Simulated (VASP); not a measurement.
Runs of VASP 6.6.1 on BN. The structure is that of space group Cm (No. 8), or close to it. The cells are those of the table. 

```tsv
cell	gap on the mesh (eV)	pressure (GPa)	largest force (eV/Å)
a = 2.555, b = 2.555, c = 12.722 Å, angles 85.7, 85.7, 60.0°, 12 atoms	2.49	(a)	2.44
a = 2.555, b = 2.555, c = 12.807 Å, angles 82.8, 82.8, 60.0°, 12 atoms	2.70	0.4	1.52
a = 2.555, b = 2.555, c = 12.934 Å, angles 80.0, 80.0, 60.0°, 12 atoms	2.36	3.2	4.02
a = 2.555, b = 2.555, c = 13.307 Å, angles 74.7, 74.7, 60.0°, 12 atoms	(b)	0.2	2.09
a = 2.555, b = 2.555, c = 13.101 Å, angles 77.3, 77.3, 60.0°, 12 atoms	2.65	(c)	4.83
```

Alike in all rows: task single point; level PBE; potentials or basis VASP PAW PBE potentials, release 64 (B, N); no spin polarisation; k mesh 10 × 10 × 2; cutoff (eV) 520; smearing gaussian 0.05 eV.

Task: Estimate the missing entries.

Result: (a) 0.1; (b) 5.16; (c) 2.8.

Caveats: forces of over 1 eV/Å act on the atoms, so gaps and moduli don't describe the material at rest; the stress differs along the axes, from -6 to 7 GPa (at least some runs); the stress differs along the axes, from -6 to 9 GPa (at least some runs); the stress differs along the axes, from -8 to 20 GPa (at least some runs); the stress differs along the axes, from -6 to 18 GPa (at least some runs).

A k mesh can miss the band edges.
